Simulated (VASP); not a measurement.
# Al (Fm-3m) in VASP: further runs, part 2 of 2

VASP 6.6.1. Earlier steps stand in the parts before.

### Step 3. Electric field gradients, r2SCAN

This run uses another cell than the first one, of 16.25 Å³/atom, 0.942 times its volume.

POSCAR reads:

```
Al
1.0
    0.0000000000      2.0103958323      2.0103958323
    2.0103958323      0.0000000000      2.0103958323
    2.0103958323      2.0103958323      0.0000000000
Al
1
Direct
    0.0000000000      0.0000000000      0.0000000000
```

INCAR.step1 reads:

```
ALGO = Normal
EDIFF = 1E-4
ENCUT = 520
GGA = PE
ISMEAR = 1
LASPH = True
LCHARG = False
LREAL = False
LWAVE = True
NBANDS = 8
NELM = 80
PREC = Accurate
SIGMA = 0.025
```

INCAR.step2 reads:

```
ALGO = Normal
EDIFF = 1E-8
ENCUT = 520
ISIF = 2
ISMEAR = 1
ISTART = 1
LASPH = True
LCHARG = False
LEFG = True
LMIXTAU = True
LREAL = False
LWAVE = False
METAGGA = R2SCAN
NBANDS = 8
NELM = 80
PREC = Accurate
SIGMA = 0.025
```

KPOINTS reads:

```
k-points
0
Gamma
  14 14 14
```

Potentials or basis: VASP PAW PBE potentials, release 64 (Al).

Launch:

```bash
$ cat potpaw_PBE.64/Al/POTCAR > POTCAR
$ cp INCAR.step1 INCAR
$ mpirun -np 1 vasp_std > vasp.out
$ cp INCAR.step2 INCAR
$ mpirun -np 1 vasp_std > vasp.out
```

OUTCAR:

```text
EDIFF = 1E-8
   ENCUT = 520
   ISIF = 2
   ISMEAR = 1
   ISTART = 1
   LASPH = True
   LREAL = False
   METAGGA = R2SCAN
   NELM = 80
   PREC = Accurate

 ion  position               nearest neighbor table
   1  0.000  0.000  0.000-

  LATTYP: Found a face centered cubic cell.
 ALAT       =     4.0207916646

  Lattice vectors:

 A1 = (   0.0000000000,   2.0103958323,   2.0103958323)
 A2 = (   2.0103958323,   0.0000000000,   2.0103958323)
 A3 = (   2.0103958323,   2.0103958323,   0.0000000000)

Analysis of symmetry for initial positions (statically):
=====================================================================
 Subroutine PRICEL returns:
 Original cell was already a primitive cell.

 Routine SETGRP: Setting up the symmetry group for a
 face centered cubic supercell.

 Subroutine GETGRP returns: Found 48 space group operations
 (whereof 48 operations were pure point group operations)
 out of a pool of 48 trial point group operations.

The static configuration has the point symmetry O_h .

Analysis of symmetry for dynamics (positions and initial velocities):
=====================================================================
 Subroutine PRICEL returns:
 Original cell was already a primitive cell.

 Routine SETGRP: Setting up the symmetry group for a
 face centered cubic supercell.

 Subroutine GETGRP returns: Found 48 space group operations
 (whereof 48 operations were pure point group operations)
 out of a pool of 48 trial point group operations.

The dynamic configuration has the point symmetry O_h .

 Subroutine INISYM returns: Found 48 space group operations
 (whereof 48 operations are pure point group operations),
 and found     1 'primitive' translations

----------------------------------------------------------------------------------------

                                     Primitive cell

  volume of cell :      16.2508

  direct lattice vectors                    reciprocal lattice vectors
     0.000000000  2.010395832  2.010395832    -0.248707241  0.248707241  0.248707241
     2.010395832  0.000000000  2.010395832     0.248707241 -0.248707241  0.248707241
     2.010395832  2.010395832  0.000000000     0.248707241  0.248707241 -0.248707241

  length of vectors
     2.843129052  2.843129052  2.843129052     0.430773577  0.430773577  0.430773577

  position of ions in fractional coordinates (direct lattice)
     0.000000000  0.000000000  0.000000000

  ion indices of the primitive-cell ions
   primitive index   ion index
                 1           1

----------------------------------------------------------------------------------------

 KPOINTS: k-points

Automatic generation of k-mesh.
 Grid dimensions read from file:
 generate k-points for:   14   14   14

 Generating k-lattice:

  Cartesian coordinates                     Fractional coordinates (reciprocal lattice)
    -0.017764803  0.017764803  0.017764803     0.071428571  0.000000000  0.000000000
[... 61 lines left out ...]
   EDIFFG = 0.1E-06   stopping-criterion for IOM
   NSW    =      0    number of steps for IOM
   IBRION =     -1    ionic relax: 0-MD 1-quasi-New 2-CG
   NFREE  =      0    steps in history (QN), initial steepest desc. (CG)
   ISIF   =      2    stress and relaxation
   ISYM   =      2    0-nonsym 1-usesym 2-fastsym
   POTIM  = 0.5000    time-step for ionic-motion
   TEBEG  =    0.0;   TEEND  =   0.0 temperature during run
   PSTRESS=    0.0 pullay stress
   NELECT =       3.0000    total number of electrons
   NUPDOWN=      -1.0000    fix difference up-down
   EMIN   =  10.00;   EMAX   =-10.00  energy-range for DOS
   EFERMI =   0.00;   METHOD = LEGACY
   ISMEAR =     1;   SIGMA  =   0.03  broadening in eV -4-tet -1-fermi 0-gaus
   EFERMI_NEDOS =   21; number of points for ismear=-14 and -15
   IALGO  =     38    algorithm
   IMIX   =      4    mixing-type and parameters
     AMIX     =   0.40;   BMIX     =  1.00
     AMIX_MAG =   1.60;   BMIX_MAG =  1.00
  volume/ion in A,a.u.               =      16.25       109.67
  Fermi-wavevector in a.u.,A,eV,Ry     =   0.932160  1.761526 11.822399  0.868922
  Thomas-Fermi vector in A             =   2.058728
   LORBIT       =      0    0 simple, 1 ext, 2 COOP (PROOUT), +10 PAW based schemes
   METAGGA = R2SCAN    functional components
   LHFCALC =     F    Hartree Fock is set to
   AEXX    =    0.0000 exact exchange contribution
   IVDW    =     0    specifies the selected vdW correction
   LEPSILON=     F    determine dielectric tensor
   LRPA    =     F    only Hartree local field effects (RPA)
 non-spin polarized calculation
 Methfessel and Paxton  Order N= 1 SIGMA  =   0.03
  energy-cutoff  :      520.00
  volume of cell :       16.25
 maximum number of plane-waves:       452
 NGX is ok and might be reduce to    24
   NGX = 11   NGY = 11   NGZ = 11

 number of electron       3.0000000 magnetization

 Free energy of the ion-electron system (eV)
  ---------------------------------------------------
  ext. energy  EPLUGINS =         0.00000000
  ---------------------------------------------------
  free energy    TOTEN  =        -6.72970050 eV

  energy without entropy =       -6.72965285  energy(sigma->0) =       -6.72968462

 E-fermi :   8.1700     XC(G=0): -10.9634

 val. band max:        8.1560469552   @ k =  -0.3571   0.4286   0.0714
 cond. band min:       8.1749754643   @ k =   0.5000   0.2857   0.0000
 fundamental gap:      0.0189285091
 Fermi energy:         8.1700005404

 k-point     1 :       0.0000    0.0000    0.0000
  band No.  band energies     occupation
      1      -3.7704      2.00000
      2      21.5843      0.00000
      3      21.5843      0.00000
      4      21.5843      0.00000
      5      23.6077      0.00000
      6      23.6077      0.00000
      7      23.6078      0.00000
      8      25.6474      0.00000
[... 243 lines left out ...]
 k-point    24 :       0.2857    0.1429    0.0000
  band No.  band energies     occupation
      1      -1.6020      2.00000
      2      12.7601      0.00000
      3      17.2750      0.00000
      4      18.7489      0.00000
      5      19.4762      0.00000
      6      23.6334      0.00000
      7      27.7194      0.00000
      8      28.3583      0.00000

 [... further k-points ...]
[... 5 lines left out ...]
  --------------------------------------------------------------------------------------
  -------------------------------------------------------------------------------------
  Total       -0.2417230     -0.2417230     -0.2417230      0.0000000     -0.0000000      0.0000000
  in kB      -23.8316380    -23.8316380    -23.8316380      0.0000000     -0.0000000      0.0000000
  external PRESSURE =     -23.8316380 kB  Pullay stress =       0.0000000 kB

 VOLUME and BASIS-vectors are now :
 -----------------------------------------------------------------------------
  energy-cutoff  :      520.00
  volume of cell :       16.25
      direct lattice vectors                 reciprocal lattice vectors
     0.000000000  2.010395832  2.010395832    -0.248707241  0.248707241  0.248707241
     2.010395832  0.000000000  2.010395832     0.248707241 -0.248707241  0.248707241
     2.010395832  2.010395832  0.000000000     0.248707241  0.248707241 -0.248707241

 POSITION                                       TOTAL-FORCE (eV/Angst)
 -----------------------------------------------------------------------------------
      0.00000      0.00000      0.00000         0.000000      0.000000      0.000000
 -----------------------------------------------------------------------------------
    total drift:                               -0.000000     -0.000000     -0.000000

  FREE ENERGIE OF THE ION-ELECTRON SYSTEM (eV)
  ---------------------------------------------------
  free  energy   TOTEN  =        -6.7297005032 eV

  energy  without entropy=       -6.7296528460  energy(sigma->0) =       -6.72968462

 Electric field gradients (V/A^2)
---------------------------------------------------------------------
 ion       V_xx      V_yy      V_zz      V_xy      V_xz      V_yz
---------------------------------------------------------------------
   1      -0.000    -0.000    -0.000     0.000     0.000     0.000
---------------------------------------------------------------------

 Electric field gradients after diagonalization (V/A^2)
 (convention: |V_zz| > |V_xx| > |V_yy|)
----------------------------------------------------------------------
 ion       V_xx      V_yy      V_zz     asymmetry (V_yy - V_xx)/ V_zz
----------------------------------------------------------------------
   1      -0.000    -0.000     0.000       0.000
----------------------------------------------------------------------

           NMR quadrupolar parameters

 Cq : quadrupolar parameter    Cq=e*Q*V_zz/h
 eta: asymmetry parameters     (V_yy - V_xx)/ V_zz
 Q  : nuclear electric quadrupole moment in mb (millibarn)
----------------------------------------------------------------------
 ion       Cq(MHz)       eta       Q (mb)
----------------------------------------------------------------------
   1       0.000       0.000       1.000
----------------------------------------------------------------------
```

OSZICAR.step1:

```text
N       E                     dE             d eps       ncg     rms          rms(c)
DAV:   1    -0.248620216906E+01   -0.24862E+01   -0.87091E+02  1664   0.205E+02
DAV:   2    -0.375473377189E+01   -0.12685E+01   -0.12085E+01  2344   0.182E+01
DAV:   3    -0.376095709307E+01   -0.62233E-02   -0.62234E-02  2096   0.141E+00
DAV:   4    -0.376097627643E+01   -0.19183E-04   -0.19183E-04  2608   0.703E-02
DAV:   5    -0.376097632766E+01   -0.51233E-07   -0.50640E-07  2192   0.200E-03    0.133E+00
DAV:   6    -0.374758763205E+01    0.13389E-01   -0.16369E-03  2256   0.192E-01    0.774E-01
DAV:   7    -0.373782705659E+01    0.97606E-02   -0.49142E-03  2152   0.312E-01    0.150E-01
DAV:   8    -0.373782182027E+01    0.52363E-05   -0.13557E-05  2224   0.263E-02
   1 F= -.37378218E+01 E0= -.37378101E+01  d E =-.352142E-04
```

Run time: 42 s. Hardware: 1 thread of Intel Xeon Platinum 8488C (Sapphire Rapids), shared host; peak memory 0.14 GiB.

Results:

| Item | Value |
| --- | --- |
| Free energy | -6.7297 eV |
| Pressure | -2.4 GPa |

Caveat: without QUAD_EFG the Cq values of the log hold for a quadrupole moment of 1 mb, not for the nuclei; the PAW data sets were made with another functional, which shifts forces and pressure a little.
